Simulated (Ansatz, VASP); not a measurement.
InSb in VASP and in Ansatz

File INCAR:

```
SYSTEM = InSb
PREC     = Accurate       ! precision mode
ENCUT    = 520            ! plane-wave cutoff, eV
EDIFF    = 1E-6           ! SCF threshold, eV
ISMEAR   = 0              ! smearing method
SIGMA    = 0.1            ! smearing width, eV
LREAL    = .FALSE.        ! projectors in reciprocal space
LASPH    = .TRUE.         ! aspherical terms in the spheres
NELM     = 60             ! most SCF steps
ALGO     = Normal         ! electronic algorithm
ISIF     = 2              ! what is computed and relaxed
LWAVE    = .FALSE.        ! write WAVECAR
LCHARG   = .TRUE.         ! write CHGCAR
GGA      = PS             ! functional
LELF     = .TRUE.         ! ELF
LVHAR    = .TRUE.       
NBANDS   = 16             ! bands
```

The input KPOINTS:

```
Automatic mesh
0
G
  4 4 4
  0 0 0
```

File POSCAR:

```
InSb
1.0
    0.0000000000      3.2599290552      3.2599290552
    3.2599290552      0.0000000000      3.2599290552
    3.2599290552      3.2599290552      0.0000000000
In Sb
1 1
Direct
    0.0000000000      0.0000000000      0.0000000000
    0.2500000000      0.2500000000      0.2500000000
```

Input for Ansatz:

```yaml
crystal:
  lattice:
    - [0.0, 3.2599290552, 3.2599290552]
    - [3.2599290552, 0.0, 3.2599290552]
    - [3.2599290552, 3.2599290552, 0.0]
  atoms:
    - { symbol: In, position: [0.0, 0.0, 0.0] }
    - { symbol: Sb, position: [0.25, 0.25, 0.25] }
basis:
  ecutwfc: 420
kpoints:
  mp_grid: { grid: [4, 4, 4] }
  band_path:
    path:
      - [0.0, 0.0, 0.0]
      - [-0.5, -0.5, 0.0]
      - [-0.375, -0.375, 0.25]
      - [-0.375, 0.0, 0.375]
      - [0.0, 0.0, 0.5]
      - [-0.5, -0.25, 0.25]
    npoints: 1
hamiltonian:
  xc: pbesol
scf:
  occupations: { method: gaussian, width: 0.1 }
  n_extra_bands: 4
output:
  forces: true
  stress: true
  eigenvalues: true
```

Alike in both runs: task single point; functional PBEsol; k mesh 4 × 4 × 4; occupations gaussian, width 0.1 eV; no spin polarisation.

```csv
,VASP,Ansatz
version,VASP 6.6.1,Ansatz 0.2.0
potentials or method,"VASP PAW PBE potentials, release 64 (In_d, Sb), cutoff 520 eV","scalar-relativistic, plane waves, PAW"
valence electrons in the cell,18,28
```

|  | VASP | Ansatz | Ansatz less VASP |
| --- | --- | --- | --- |
| gap on the k mesh at the Fermi level (eV) | none | none | - |
| pressure (GPa) | 0.5 | 0.5 | -0.02 |

VASP's potentials were made for PBE, not for PBEsol. A gap of «none» marks a metal or a gap that the smearing closes. VASP's potentials hold 18 valence electrons a cell and Ansatz's 28, so a difference there can come from the potentials and not from the codes.

The k mesh is coarse, so the values compare programs but aren't converged. Neither program's run includes spin-orbit coupling.
